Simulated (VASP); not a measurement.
# In (P6/mmm) in VASP: further runs

In is run at these levels: PBE; tasks: single point.

Everything below comes from runs of VASP 6.6.1. Logs are shortened: lines on timing, memory, paths and dates and some standing lists are left out, and cuts for length are marked.

## 1. The cell of the first run

The structure is hexagonal, space group P6/mmm (No. 191). The conventional cell has a = 4.858 Å, b = 4.858 Å, c = 2.918 Å, α = 90.00°, β = 90.00°, γ = 120.00°. Within 3.8 Å of In (site symmetry 6/mmm) lie 14 In at 2.92 to 3.16 Å. In (site symmetry -6m2) has 11 In at 2.80 to 3.16 Å within 3.7 Å.

## 2. Single point, PBE

The input, INCAR:

```
ALGO = Normal
EDIFF = 1E-6
ENCUT = 520
GGA = PE
ISIF = 2
ISMEAR = -1
LASPH = T
LCHARG = T
LELF = T
LREAL = F
LVHAR = T
LWAVE = F
NBANDS = 26
NELM = 100
PREC = Accurate
SIGMA = 0.08
```

The input, KPOINTS:

```
k-points
0
Gamma
  8 8 11
```

The input, POSCAR:

```
In
1.0
    4.8581171904      0.0000000000      0.0000000000
   -2.4290585952      4.2072529014      0.0000000000
    0.0000000000      0.0000000000      2.9181990166
In
3
Direct
    0.0000000000      0.0000000000      0.0000000000
    0.3333333333      0.6666666667      0.5000000000
    0.6666666667      0.3333333333      0.5000000000
```

Potentials or basis: VASP PAW PBE potentials, release 64 (In_d).

Started as:

```sh
> cat potpaw_PBE.64/In_d/POTCAR > POTCAR
> mpirun -np 1 vasp_std > vasp.out
```

OUTCAR:

```text
EDIFF = 1E-6
   ENCUT = 520
   GGA = PE
   ISIF = 2
   ISMEAR = -1
   LASPH = T
   LREAL = F
   NELM = 100
   PREC = Accurate

 ion  position               nearest neighbor table
   1  0.000  0.000  0.000-   2 3.16   3 3.16   2 3.16   3 3.16   2 3.16   2 3.16   3 3.16   3 3.16
                             3 3.16   3 3.16   2 3.16   2 3.16
   2  0.333  0.667  0.500-   3 2.80   3 2.80   3 2.80   1 3.16   1 3.16   1 3.16   1 3.16   1 3.16
                             1 3.16
   3  0.667  0.333  0.500-   2 2.80   2 2.80   2 2.80   1 3.16   1 3.16   1 3.16   1 3.16   1 3.16
                             1 3.16

  LATTYP: Found a hexagonal cell.
 ALAT       =     4.8581171904
 C/A-ratio  =     0.6006851836

  Lattice vectors:

 A1 = (   4.8581171904,   0.0000000000,   0.0000000000)
 A2 = (  -2.4290585952,   4.2072529014,   0.0000000000)
 A3 = (   0.0000000000,   0.0000000000,   2.9181990166)

Analysis of symmetry for initial positions (statically):
=====================================================================
 Subroutine PRICEL returns:
 Original cell was already a primitive cell.

 Routine SETGRP: Setting up the symmetry group for a
 hexagonal supercell.

 Subroutine GETGRP returns: Found 24 space group operations
 (whereof 24 operations were pure point group operations)
 out of a pool of 24 trial point group operations.

The static configuration has the point symmetry D_6h.

Analysis of symmetry for dynamics (positions and initial velocities):
=====================================================================
 Subroutine PRICEL returns:
 Original cell was already a primitive cell.

 Routine SETGRP: Setting up the symmetry group for a
 hexagonal supercell.

 Subroutine GETGRP returns: Found 24 space group operations
 (whereof 24 operations were pure point group operations)
 out of a pool of 24 trial point group operations.

The dynamic configuration has the point symmetry D_6h.

 Subroutine INISYM returns: Found 24 space group operations
 (whereof 24 operations are pure point group operations),
 and found     1 'primitive' translations

----------------------------------------------------------------------------------------

                                     Primitive cell

  volume of cell :      59.6460

  direct lattice vectors                    reciprocal lattice vectors
     4.858117190  0.000000000  0.000000000     0.205841062  0.118842392  0.000000000
    -2.429058595  4.207252901  0.000000000     0.000000000  0.237684785  0.000000000
     0.000000000  0.000000000  2.918199017     0.000000000  0.000000000  0.342677108

  length of vectors
     4.858117190  4.858117190  2.918199017     0.237684785  0.237684785  0.342677108

  position of ions in fractional coordinates (direct lattice)
     0.000000000  0.000000000  0.000000000
     0.333333333  0.666666667  0.500000000
     0.666666667  0.333333333  0.500000000

  ion indices of the primitive-cell ions
   primitive index   ion index
                 1           1
                 2           2
                 3           3

----------------------------------------------------------------------------------------

 KPOINTS: k-points

Automatic generation of k-mesh.
 Grid dimensions read from file:
 generate k-points for:    8    8   11

 Generating k-lattice:

  Cartesian coordinates                     Fractional coordinates (reciprocal lattice)
     0.025730133  0.014855299  0.000000000     0.125000000  0.000000000  0.000000000
     0.000000000  0.029710598  0.000000000     0.000000000  0.125000000  0.000000000
     0.000000000  0.000000000  0.031152464     0.000000000  0.000000000  0.090909091

  Length of vectors
     0.029710598  0.029710598  0.031152464

  Shift w.r.t. Gamma in fractional coordinates (k-lattice)
     0.000000000  0.000000000  0.000000000

 Subroutine IBZKPT returns following result:
 ===========================================

 Found     60 irreducible k-points:

 Following reciprocal coordinates:
            Coordinates               Weight
  0.000000  0.000000  0.000000      1.000000
  0.125000 -0.000000  0.000000      6.000000
  0.250000 -0.000000  0.000000      6.000000
  0.375000 -0.000000  0.000000      6.000000
  0.500000 -0.000000  0.000000      3.000000
  0.125000  0.125000  0.000000      6.000000
[... 16 lines left out ...]
  0.250000 -0.000000  0.181818     12.000000
  0.375000 -0.000000  0.181818     12.000000
 [... further k-points ...]
   k-points           NKPTS =     60   k-points in BZ     NKDIM =     60   number of bands    NBANDS=     26
   number of dos      NEDOS =    301   number of ions     NIONS =      3
   total plane-waves  NPLWV =  31104
   dimension x,y,z NGX =    36 NGY =   36 NGZ =   24
   dimension x,y,z NGXF=    72 NGYF=   72 NGZF=   48
   ions per type =               3
   NGX,Y,Z   is equivalent  to a cutoff of  12.32, 12.32, 13.67 a.u.
   NGXF,Y,Z  is equivalent  to a cutoff of  24.64, 24.64, 27.34 a.u.
 SYSTEM =  unknown system
   PREC   = accura    normal or accurate (medium, high low for compatibility)
   ISTART =      0    job   : 0-new  1-cont  2-samecut
   ICHARG =      2    charge: 1-file 2-atom 10-const
   ISPIN  =      1    spin polarized calculation?
   LNONCOLLINEAR =      F non collinear calculations
   LSORBIT =      F    spin-orbit coupling
   LASPH  =      T    aspherical Exc in radial PAW
   ENCUT  =  520.0 eV  38.22 Ry    6.18 a.u.   9.03  9.03  5.43*2*pi/ulx,y,z
   NELM   =    100;   NELMIN=  2; NELMDL= -5     # of ELM steps
   EDIFF  = 0.1E-05   stopping-criterion for ELM
   LREAL  =      F    real-space projection
   EDIFFG = 0.1E-04   stopping-criterion for IOM
   NSW    =      0    number of steps for IOM
   IBRION =     -1    ionic relax: 0-MD 1-quasi-New 2-CG
   NFREE  =      0    steps in history (QN), initial steepest desc. (CG)
   ISIF   =      2    stress and relaxation
   ISYM   =      2    0-nonsym 1-usesym 2-fastsym
   POTIM  = 0.5000    time-step for ionic-motion
   TEBEG  =    0.0;   TEEND  =   0.0 temperature during run
   PSTRESS=    0.0 pullay stress
   NELECT =      39.0000    total number of electrons
   NUPDOWN=      -1.0000    fix difference up-down
   EMIN   =  10.00;   EMAX   =-10.00  energy-range for DOS
   EFERMI =   0.00;   METHOD = LEGACY
   ISMEAR =    -1;   SIGMA  =   0.08  broadening in eV -4-tet -1-fermi 0-gaus
   EFERMI_NEDOS =   21; number of points for ismear=-14 and -15
   IALGO  =     38    algorithm
   IMIX   =      4    mixing-type and parameters
     AMIX     =   0.40;   BMIX     =  1.00
     AMIX_MAG =   1.60;   BMIX_MAG =  1.00
  volume/ion in A,a.u.               =      19.88       134.17
  Fermi-wavevector in a.u.,A,eV,Ry     =   1.420919  2.685147 27.470294  2.019010
  Thomas-Fermi vector in A             =   2.541783
   LORBIT       =      0    0 simple, 1 ext, 2 COOP (PROOUT), +10 PAW based schemes
   GGA     = PE    functional components
[... 5 lines left out ...]
 non-spin polarized calculation
  energy-cutoff  :      520.00
  volume of cell :       59.65
 maximum number of plane-waves:      1625
   NGX = 19   NGY = 19   NGZ = 11

 number of electron      38.9999995 magnetization

 Free energy of the ion-electron system (eV)
  ---------------------------------------------------
  ext. energy  EPLUGINS =         0.00000000
  ---------------------------------------------------
  free energy    TOTEN  =        -6.11489742 eV

  energy without entropy =       -6.08460085  energy(sigma->0) =       -6.09974913

 E-fermi :  11.2098     XC(G=0): -11.6248

 val. band max:       11.1527225776   @ k =   0.1250   0.1250   0.2727
 cond. band min:      11.2234691786   @ k =   0.2500   0.1250   0.4545
 fundamental gap:      0.0707466010
 Fermi energy:        11.2098474206

 k-point     1 :       0.0000    0.0000    0.0000
  band No.  band energies     occupation
      1      -4.5289      2.00000
      2      -4.1155      2.00000
      3      -4.0543      2.00000
      4      -3.9916      2.00000
      5      -3.9916      2.00000
      6      -3.7762      2.00000
[... 18 lines left out ...]
     25      24.5626      0.00000
     26      24.9676      0.00000

 k-point     2 :       0.1250   -0.0000    0.0000
  band No.  band energies     occupation
      1      -4.5115      2.00000
      2      -4.1347      2.00000
      3      -4.1072      2.00000
      4      -4.0540      2.00000
      5      -4.0035      2.00000
      6      -3.8346      2.00000
[... 18 lines left out ...]
     25      23.3884      0.00000
     26      23.5271      0.00000

 k-point     3 :       0.2500   -0.0000    0.0000
  band No.  band energies     occupation
      1      -4.4645      2.00000
      2      -4.2414      2.00000
      3      -4.1547      2.00000
      4      -4.1461      2.00000
      5      -4.0486      2.00000
      6      -3.8658      2.00000
[... 18 lines left out ...]
     25      21.1061      0.00000
     26      21.7941      0.00000

 k-point     4 :       0.3750   -0.0000    0.0000
  band No.  band energies     occupation
      1      -4.4067      2.00000
      2      -4.3403      2.00000
      3      -4.2076      2.00000
      4      -4.2061      2.00000
      5      -4.0744      2.00000
      6      -3.8897      2.00000
[... 18 lines left out ...]
     25      18.8912      0.00000
     26      21.5801      0.00000
[... 496 lines left out ...]
      1      -4.3045      2.00000
      2      -4.0972      2.00000
      3      -4.0920      2.00000
      4      -3.9870      2.00000
      5      -3.9746      2.00000
      6      -3.9207      2.00000
[... 18 lines left out ...]
     25      20.8332      0.00000
     26      21.1017      0.00000

 k-point    23 :       0.2500   -0.0000    0.1818
  band No.  band energies     occupation
      1      -4.2983      2.00000
      2      -4.1743      2.00000
      3      -4.1735      2.00000
      4      -3.9825      2.00000
      5      -3.9823      2.00000
      6      -3.9017      2.00000
[... 18 lines left out ...]
     25      20.0660      0.00000
     26      20.4146      0.00000

 k-point    24 :       0.3750   -0.0000    0.1818
  band No.  band energies     occupation
      1      -4.3160      2.00000
      2      -4.2250      2.00000
      3      -4.1889      2.00000
      4      -4.0176      2.00000
      5      -3.9625      2.00000
      6      -3.8764      2.00000
[... 18 lines left out ...]
     25      18.8386      0.00000
     26      19.1255      0.00000

 [... further k-points ...]
[... 5 lines left out ...]
  --------------------------------------------------------------------------------------
  -------------------------------------------------------------------------------------
  Total       10.4140645     10.4140645     10.4209505      0.0000000      0.0000000      0.0000000
  in kB      279.7366265    279.7366265    279.9215955      0.0000000      0.0000000      0.0000000
  external PRESSURE =     279.7982828 kB  Pullay stress =       0.0000000 kB

 VOLUME and BASIS-vectors are now :
 -----------------------------------------------------------------------------
  energy-cutoff  :      520.00
  volume of cell :       59.65
      direct lattice vectors                 reciprocal lattice vectors
     4.858117190  0.000000000  0.000000000     0.205841062  0.118842392  0.000000000
    -2.429058595  4.207252901  0.000000000     0.000000000  0.237684785  0.000000000
     0.000000000  0.000000000  2.918199017     0.000000000  0.000000000  0.342677108

 POSITION                                       TOTAL-FORCE (eV/Angst)
 -----------------------------------------------------------------------------------
      0.00000      0.00000      0.00000        -0.000000      0.000000     -0.000000
     -0.00000      2.80484      1.45910        -0.000000      0.000000      0.000000
      2.42906      1.40242      1.45910         0.000000     -0.000000     -0.000000
 -----------------------------------------------------------------------------------
    total drift:                                0.000000      0.000000     -0.000000

  FREE ENERGIE OF THE ION-ELECTRON SYSTEM (eV)
  ---------------------------------------------------
  free  energy   TOTEN  =        -6.1148974193 eV

  energy  without entropy=       -6.0846008451  energy(sigma->0) =       -6.09974913
```

Run time: 43 s. Hardware: 1 thread of AMD EPYC 9R45 (Zen 5), shared host; peak memory 0.19 GiB.

Results:

```
Free energy : -6.1149 eV
Pressure    : 28.0 GPa
```

Levels at points of the mesh, in eV from the Fermi level:
| k point | band 15 | band 16 | band 17 | band 18 | band 19 | band 20 | band 21 | band 22 | band 23 | band 24 |
| --- | --- | --- | --- | --- | --- | --- | --- | --- | --- | --- |
| (0.00, 0.00, 0.00) | -14.52 | -11.80 | -2.54 | -2.32 | -1.74 | -1.74 | -1.68 | -1.68 | 6.00 | 10.37 |
| (0.50, 0.00, 0.00) | -14.48 | -9.35 | -9.33 | -4.64 | -4.10 | 4.57 | 4.62 | 5.36 | 5.37 | 7.41 |

Caveat: spin-orbit coupling is left out, which moves the levels of the heavy elements.

(Part 1 of 2 ends here.)
